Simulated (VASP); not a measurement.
# P (Fm-3m) in VASP: further runs

The runs below take P through single point, with PBEsol.

Everything below comes from runs of VASP 6.6.1. Logs are shortened: lines on timing, memory, paths and dates and some standing lists are left out, and cuts for length are marked.

## 1. The cell of the first run

The structure is cubic, space group Fm-3m (No. 225). Conventional cell: a = 3.716 Å, b = 3.716 Å, c = 3.716 Å, α = 90.00°, β = 90.00°, γ = 90.00°. Within 3.5 Å of P (site symmetry m-3m) lie 12 P at 2.63 Å.

## 2. Single point, PBEsol (volume scaled by 0.92)

INCAR

```
ALGO     = Normal         # electronic algorithm
EDIFF    = 1E-7           # SCF threshold, eV
ENCUT    = 520            # plane-wave cutoff, eV
GGA      = PS             # functional
ISIF     = 2              # what is computed and relaxed
ISMEAR   = -1             # smearing method
LASPH    = T              # aspherical terms in the spheres
LCHARG   = F              # write CHGCAR
LREAL    = F              # projectors in reciprocal space
LWAVE    = F              # write WAVECAR
NBANDS   = 8              # bands
NELM     = 80             # most SCF steps
PREC     = Accurate       # precision mode
SIGMA    = 0.1            # smearing width, eV
```

KPOINTS

```
k-points
0
Gamma
  16 16 16
```

POSCAR

```
P
1.0
    0.0000000000      1.8580004277      1.8580004277
    1.8580004277      0.0000000000      1.8580004277
    1.8580004277      1.8580004277      0.0000000000
P
1
Direct
    0.0000000000      0.0000000000      0.0000000000
```

Potentials or basis: VASP PAW PBE potentials, release 64 (P).

The run is started by

```console
> cat potpaw_PBE.64/P/POTCAR > POTCAR
> mpirun -np 1 vasp_std > vasp.out
```

OUTCAR:

```text
EDIFF = 1E-7
   ENCUT = 520
   GGA = PS
   ISIF = 2
   ISMEAR = -1
   LASPH = T
   LREAL = F
   NELM = 80
   PREC = Accurate

 ion  position               nearest neighbor table
   1  0.000  0.000  0.000-

  LATTYP: Found a face centered cubic cell.
 ALAT       =     3.7160008554

  Lattice vectors:

 A1 = (   0.0000000000,   1.8580004277,   1.8580004277)
 A2 = (   1.8580004277,   0.0000000000,   1.8580004277)
 A3 = (   1.8580004277,   1.8580004277,   0.0000000000)

Analysis of symmetry for initial positions (statically):
=====================================================================
 Subroutine PRICEL returns:
 Original cell was already a primitive cell.

 Routine SETGRP: Setting up the symmetry group for a
 face centered cubic supercell.

 Subroutine GETGRP returns: Found 48 space group operations
 (whereof 48 operations were pure point group operations)
 out of a pool of 48 trial point group operations.

The static configuration has the point symmetry O_h .

Analysis of symmetry for dynamics (positions and initial velocities):
=====================================================================
 Subroutine PRICEL returns:
 Original cell was already a primitive cell.

 Routine SETGRP: Setting up the symmetry group for a
 face centered cubic supercell.

 Subroutine GETGRP returns: Found 48 space group operations
 (whereof 48 operations were pure point group operations)
 out of a pool of 48 trial point group operations.

The dynamic configuration has the point symmetry O_h .

 Subroutine INISYM returns: Found 48 space group operations
 (whereof 48 operations are pure point group operations),
 and found     1 'primitive' translations

----------------------------------------------------------------------------------------

                                     Primitive cell

  volume of cell :      12.8283

  direct lattice vectors                    reciprocal lattice vectors
     0.000000000  1.858000428  1.858000428    -0.269106504  0.269106504  0.269106504
     1.858000428  0.000000000  1.858000428     0.269106504 -0.269106504  0.269106504
     1.858000428  1.858000428  0.000000000     0.269106504  0.269106504 -0.269106504

  length of vectors
     2.627609404  2.627609404  2.627609404     0.466106138  0.466106138  0.466106138

  position of ions in fractional coordinates (direct lattice)
     0.000000000  0.000000000  0.000000000

  ion indices of the primitive-cell ions
   primitive index   ion index
                 1           1

----------------------------------------------------------------------------------------

 KPOINTS: k-points

Automatic generation of k-mesh.
 Grid dimensions read from file:
 generate k-points for:   16   16   16

 Generating k-lattice:

  Cartesian coordinates                     Fractional coordinates (reciprocal lattice)
    -0.016819157  0.016819157  0.016819157     0.062500000  0.000000000  0.000000000
     0.016819157 -0.016819157  0.016819157     0.000000000  0.062500000  0.000000000
     0.016819157  0.016819157 -0.016819157     0.000000000  0.000000000  0.062500000

  Length of vectors
     0.029131634  0.029131634  0.029131634

  Shift w.r.t. Gamma in fractional coordinates (k-lattice)
     0.000000000  0.000000000  0.000000000

 Subroutine IBZKPT returns following result:
 ===========================================

 Found    145 irreducible k-points:

 Following reciprocal coordinates:
            Coordinates               Weight
  0.000000  0.000000  0.000000      1.000000
  0.062500  0.000000  0.000000      8.000000
  0.125000  0.000000  0.000000      8.000000
  0.187500  0.000000  0.000000      8.000000
  0.250000  0.000000  0.000000      8.000000
  0.312500  0.000000  0.000000      8.000000
[... 16 lines left out ...]
 -0.125000  0.062500  0.000000     24.000000
 -0.062500  0.062500  0.000000     12.000000
 [... further k-points ...]
   k-points           NKPTS =    145   k-points in BZ     NKDIM =    145   number of bands    NBANDS=      8
   number of dos      NEDOS =    301   number of ions     NIONS =      1
   total plane-waves  NPLWV =   8000
   dimension x,y,z NGX =    20 NGY =   20 NGZ =   20
   dimension x,y,z NGXF=    40 NGYF=   40 NGZF=   40
   ions per type =               1
   NGX,Y,Z   is equivalent  to a cutoff of  12.65, 12.65, 12.65 a.u.
   NGXF,Y,Z  is equivalent  to a cutoff of  25.31, 25.31, 25.31 a.u.
 SYSTEM =  unknown system
   PREC   = accura    normal or accurate (medium, high low for compatibility)
   ISTART =      0    job   : 0-new  1-cont  2-samecut
   ICHARG =      2    charge: 1-file 2-atom 10-const
   ISPIN  =      1    spin polarized calculation?
   LNONCOLLINEAR =      F non collinear calculations
   LSORBIT =      F    spin-orbit coupling
   LASPH  =      T    aspherical Exc in radial PAW
   ENCUT  =  520.0 eV  38.22 Ry    6.18 a.u.   4.89  4.89  4.89*2*pi/ulx,y,z
   NELM   =     80;   NELMIN=  2; NELMDL= -5     # of ELM steps
   EDIFF  = 0.1E-06   stopping-criterion for ELM
   LREAL  =      F    real-space projection
   EDIFFG = 0.1E-05   stopping-criterion for IOM
   NSW    =      0    number of steps for IOM
   IBRION =     -1    ionic relax: 0-MD 1-quasi-New 2-CG
   NFREE  =      0    steps in history (QN), initial steepest desc. (CG)
   ISIF   =      2    stress and relaxation
   ISYM   =      2    0-nonsym 1-usesym 2-fastsym
   POTIM  = 0.5000    time-step for ionic-motion
   TEBEG  =    0.0;   TEEND  =   0.0 temperature during run
   PSTRESS=    0.0 pullay stress
   NELECT =       5.0000    total number of electrons
   NUPDOWN=      -1.0000    fix difference up-down
   EMIN   =  10.00;   EMAX   =-10.00  energy-range for DOS
   EFERMI =   0.00;   METHOD = LEGACY
   ISMEAR =    -1;   SIGMA  =   0.10  broadening in eV -4-tet -1-fermi 0-gaus
   EFERMI_NEDOS =   21; number of points for ismear=-14 and -15
   IALGO  =     38    algorithm
   IMIX   =      4    mixing-type and parameters
     AMIX     =   0.40;   BMIX     =  1.00
     AMIX_MAG =   1.60;   BMIX_MAG =  1.00
  volume/ion in A,a.u.               =      12.83        86.57
  Fermi-wavevector in a.u.,A,eV,Ry     =   1.195847  2.259824 19.457019  1.430051
  Thomas-Fermi vector in A             =   2.331802
   LORBIT       =      0    0 simple, 1 ext, 2 COOP (PROOUT), +10 PAW based schemes
   GGA     = PS    functional components
   LHFCALC =     F    Hartree Fock is set to
   AEXX    =    0.0000 exact exchange contribution
   IVDW    =     0    specifies the selected vdW correction
   LEPSILON=     F    determine dielectric tensor
   LRPA    =     F    only Hartree local field effects (RPA)
 non-spin polarized calculation
  energy-cutoff  :      520.00
  volume of cell :       12.83
 maximum number of plane-waves:       360
   NGX =  9   NGY =  9   NGZ =  9

 number of electron       5.0000001 magnetization

 Free energy of the ion-electron system (eV)
  ---------------------------------------------------
  ext. energy  EPLUGINS =         0.00000000
  ---------------------------------------------------
  free energy    TOTEN  =        -5.01557430 eV

  energy without entropy =       -4.99572841  energy(sigma->0) =       -5.00565136

 E-fermi :  11.6183     XC(G=0): -12.0947

 val. band max:       11.6169413391   @ k =  -0.3750   0.2500   0.1250
 cond. band min:      11.6764634412   @ k =   0.2500   0.0625   0.0000
 fundamental gap:      0.0595221022
 Fermi energy:        11.6182677439

 k-point     1 :       0.0000    0.0000    0.0000
  band No.  band energies     occupation
      1      -6.0925      2.00000
      2      19.6531      0.00000
      3      19.6531      0.00000
      4      19.6531      0.00000
      5      23.3551      0.00000
      6      23.3551      0.00000
      7      23.3551      0.00000
      8      29.9660      0.00000

 k-point     2 :       0.0625    0.0000    0.0000
  band No.  band energies     occupation
      1      -5.9722      2.00000
      2      18.4479      0.00000
      3      19.4109      0.00000
      4      19.4109      0.00000
      5      23.6346      0.00000
      6      23.7256      0.00000
      7      23.7256      0.00000
      8      29.8451      0.00000

 k-point     3 :       0.1250    0.0000    0.0000
  band No.  band energies     occupation
      1      -5.6119      2.00000
      2      16.0371      0.00000
      3      18.8989      0.00000
      4      18.8989      0.00000
      5      23.7883      0.00000
      6      24.5151      0.00000
      7      24.5151      0.00000
      8      28.9379      0.00000

 k-point     4 :       0.1875    0.0000    0.0000
  band No.  band energies     occupation
      1      -5.0133      2.00000
      2      13.3664      0.00000
      3      18.3755      0.00000
      4      18.3755      0.00000
      5      23.6958      0.00000
      6      24.9605      0.00000
      7      24.9605      0.00000
      8      28.6271      0.00000

 k-point     5 :       0.2500    0.0000    0.0000
  band No.  band energies     occupation
      1      -4.1797      2.00000
      2      10.7171      1.99976
      3      17.9452      0.00000
      4      17.9452      0.00000
      5      23.5404      0.00000
      6      24.4872      0.00000
      7      24.4872      0.00000
      8      29.6003      0.00000
[... 177 lines left out ...]
 k-point    22 :      -0.1875    0.0625    0.0000
  band No.  band energies     occupation
      1      -4.6551      2.00000
      2      12.5595      0.00016
      3      16.5664      0.00000
      4      18.9871      0.00000
      5      24.0867      0.00000
      6      24.3871      0.00000
      7      25.3919      0.00000
      8      27.4919      0.00000

 k-point    23 :      -0.1250    0.0625    0.0000
  band No.  band energies     occupation
      1      -5.3322      2.00000
      2      15.2220      0.00000
      3      17.0911      0.00000
      4      19.4431      0.00000
      5      24.0122      0.00000
      6      24.1961      0.00000
      7      25.5596      0.00000
      8      27.5531      0.00000

 k-point    24 :      -0.0625    0.0625    0.0000
  band No.  band energies     occupation
      1      -5.7720      2.00000
      2      17.6136      0.00000
      3      17.8682      0.00000
      4      19.6673      0.00000
      5      23.6678      0.00000
      6      23.7258      0.00000
      7      24.8803      0.00000
      8      28.6445      0.00000

 [... further k-points ...]
[... 5 lines left out ...]
  --------------------------------------------------------------------------------------
  -------------------------------------------------------------------------------------
  Total        0.8905418      0.8905418      0.8905418      0.0000000     -0.0000000      0.0000000
  in kB      111.2237361    111.2237361    111.2237361      0.0000000     -0.0000000      0.0000000
  external PRESSURE =     111.2237361 kB  Pullay stress =       0.0000000 kB

 VOLUME and BASIS-vectors are now :
 -----------------------------------------------------------------------------
  energy-cutoff  :      520.00
  volume of cell :       12.83
      direct lattice vectors                 reciprocal lattice vectors
     0.000000000  1.858000428  1.858000428    -0.269106504  0.269106504  0.269106504
     1.858000428  0.000000000  1.858000428     0.269106504 -0.269106504  0.269106504
     1.858000428  1.858000428  0.000000000     0.269106504  0.269106504 -0.269106504

 POSITION                                       TOTAL-FORCE (eV/Angst)
 -----------------------------------------------------------------------------------
      0.00000      0.00000      0.00000         0.000000      0.000000      0.000000
 -----------------------------------------------------------------------------------
    total drift:                                0.000000      0.000000     -0.000000

  FREE ENERGIE OF THE ION-ELECTRON SYSTEM (eV)
  ---------------------------------------------------
  free  energy   TOTEN  =        -5.0155743042 eV

  energy  without entropy=       -4.9957284107  energy(sigma->0) =       -5.00565136
```

Run time: 5.1 s. Hardware: 1 thread of Intel Xeon 6975P-C, shared host; peak memory 0.12 GiB.

Results:

```yaml
Free_energy: -5.0156 eV
Pressure: 11.1 GPa
```

Caveat: the PAW data sets were made with another functional, which shifts forces and pressure a little.

## 3. Single point, PBEsol (volume scaled by 0.96)

INCAR

```
PREC = Accurate ; ENCUT = 520
EDIFF = 1E-6 ; ISMEAR = -1
SIGMA = 0.1 ; LREAL = F
LASPH = T ; NELM = 60
ALGO = Normal ; ISIF = 2
LWAVE = F ; LCHARG = F
GGA = PS ; NBANDS = 8
```

KPOINTS

```
Automatic mesh
0
Gamma
  16 16 16
```

POSCAR

```
P
1.0
    0.0000000000      1.8845468775      1.8845468775
    1.8845468775      0.0000000000      1.8845468775
    1.8845468775      1.8845468775      0.0000000000
P
1
Direct
    0.0000000000      0.0000000000      0.0000000000
```

Potentials or basis: VASP PAW PBE potentials, release 64 (P).

The run is started by

```console
> cat potpaw_PBE.64/P/POTCAR > POTCAR
> mpirun -np 1 vasp_std > vasp.out
```

OUTCAR:

```text
PREC = Accurate
   ENCUT = 520
   EDIFF = 1E-6
   ISMEAR = -1
   LREAL = F
   LASPH = T
   NELM = 60
   ISIF = 2
   GGA = PS

 ion  position               nearest neighbor table
   1  0.000  0.000  0.000-

  LATTYP: Found a face centered cubic cell.
 ALAT       =     3.7690937550

  Lattice vectors:

 A1 = (   0.0000000000,   1.8845468775,   1.8845468775)
 A2 = (   1.8845468775,   0.0000000000,   1.8845468775)
 A3 = (   1.8845468775,   1.8845468775,   0.0000000000)

[... 432 lines left out ...]
  band No.  band energies     occupation
      1      -5.9600      2.00000
      2      16.6547      0.00000
      3      16.9642      0.00000
      4      18.5673      0.00000
      5      22.8377      0.00000
      6      22.9029      0.00000
      7      23.9867      0.00000
      8      27.7177      0.00000

 [... further k-points ...]
[... 5 lines left out ...]
  --------------------------------------------------------------------------------------
  -------------------------------------------------------------------------------------
  Total        0.4625421      0.4625421      0.4625421      0.0000000     -0.0000000      0.0000000
  in kB       55.3619032     55.3619032     55.3619032      0.0000000     -0.0000000      0.0000000
  external PRESSURE =      55.3619032 kB  Pullay stress =       0.0000000 kB

 VOLUME and BASIS-vectors are now :
 -----------------------------------------------------------------------------
  energy-cutoff  :      520.00
  volume of cell :       13.39
      direct lattice vectors                 reciprocal lattice vectors
     0.000000000  1.884546878  1.884546878    -0.265315767  0.265315767  0.265315767
     1.884546878  0.000000000  1.884546878     0.265315767 -0.265315767  0.265315767
     1.884546878  1.884546878  0.000000000     0.265315767  0.265315767 -0.265315767

 POSITION                                       TOTAL-FORCE (eV/Angst)
 -----------------------------------------------------------------------------------
      0.00000      0.00000      0.00000         0.000000     -0.000000      0.000000
 -----------------------------------------------------------------------------------
    total drift:                                0.000000      0.000000     -0.000000

  FREE ENERGIE OF THE ION-ELECTRON SYSTEM (eV)
  ---------------------------------------------------
  free  energy   TOTEN  =        -5.0444993824 eV

  energy  without entropy=       -5.0246322528  energy(sigma->0) =       -5.03456582
```

stdout:

```text
POSCAR found type information on POSCAR P
 POSCAR found :  1 types and       1 ions
 scaLAPACK will be used
 -----------------------------------------------------------------------------
|                                                                             |
|                                                                             |
|     You enforced a specific xc type in the INCAR file but a different       |
|     I HOPE YOU KNOW WHAT YOU ARE DOING!                                     |
|                                                                             |
 -----------------------------------------------------------------------------

 LDA part: xc-table for (Slater+PW92), standard interpolation
 POSCAR, INCAR and KPOINTS ok, starting setup
 FFT: planning ... GRIDC
 FFT: planning ... GRID_SOFT
 FFT: planning ... GRID
 WAVECAR not read
 entering main loop
```

It took 5.4 s on 1 thread of Intel Xeon 6975P-C, shared host; peak memory 0.13 GiB.

Results:

| Quantity | Value |
| --- | --- |
| Free energy | -5.0445 eV |
| Pressure | 5.5 GPa |

Caveat: the PAW data sets were made with another functional, which shifts forces and pressure a little.

(Continued in part 2 of 2.)
